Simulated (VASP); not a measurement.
Crystal: BN (rocksalt type).

```
CELL_PARAMETERS angstrom
0.00000 2.15443 2.15443
2.15443 0.00000 2.15443
2.15443 2.15443 0.00000
ATOMIC_POSITIONS crystal
B 0.00000 0.00000 0.00000
N 0.50000 0.50000 0.50000
```

```yaml
Program: VASP 6.6.1
Task: relaxation of cell and atoms
Functional: PBE
Potentials_or_basis: VASP PAW PBE potentials, release 64 (B, N)
Cutoff: 600 eV
k_mesh: 15 × 15 × 15
Occupations: fermi-dirac, width 0.08 eV
Spin: no spin polarisation
```

At the start: pressure -60.6 GPa; volume 10.00 Å³/atom.

**Question.** How do energy, volume and symmetry change on relaxing?

**Answer.** Over 18 steps the energy falls by 1559.8 meV/atom and the volume is 5.38 Å³/atom (-46.2 %); space group Fm-3m (No. 225, to 0.05 Å).

Step by step:
| step | energy change (eV) | largest force (eV/Å) | pressure (GPa) | volume (Å³) |
| --- | --- | --- | --- | --- |
| 1 | 0.0000 | 0.0000 | -60.64 | 20.00 |
| 2 | -3.1166 | 0.0000 | -5.65 | 10.92 |
| 3 | -3.1196 | 0.0000 | -0.23 | 10.76 |
| 4 | -3.1196 | 0.0000 | -0.23 | 10.76 |
| 5 | -3.1196 | 0.0000 | -0.22 | 10.76 |
| 6 | -3.1196 | 0.0000 | -0.22 | 10.76 |
| 7 | -3.1196 | 0.0000 | -0.22 | 10.76 |
| 8 | -3.1196 | 0.0000 | -0.22 | 10.76 |
| 9 | -3.1196 | 0.0000 | -0.22 | 10.76 |
| 10 | -3.1196 | 0.0000 | -0.22 | 10.76 |
| 11 | -3.1196 | 0.0000 | -0.22 | 10.76 |
| 12 | -3.1196 | 0.0000 | -0.22 | 10.76 |
| 13 | -3.1196 | 0.0000 | -0.22 | 10.76 |
| 14 | -3.1196 | 0.0000 | -0.22 | 10.76 |
| 15 | -3.1196 | 0.0000 | -0.21 | 10.76 |
| 16 | -3.1196 | 0.0000 | -0.21 | 10.76 |
| 17 | -3.1196 | 0.0000 | -0.19 | 10.76 |
| 18 | -3.1196 | 0.0000 | -0.14 | 10.76 |

Final structure:
```xyz
2
Lattice="0.0000 1.7524 1.7524 1.7524 0.0000 1.7524 1.7524 1.7524 0.0000" Properties=species:S:1:pos:R:3 pbc="T T T"
B     0.0000    1.7524    1.7524
N     1.7524    1.7524    1.7524
```

Caveat: the volume moved by over 15 % at a fixed basis, so the end points are rough.
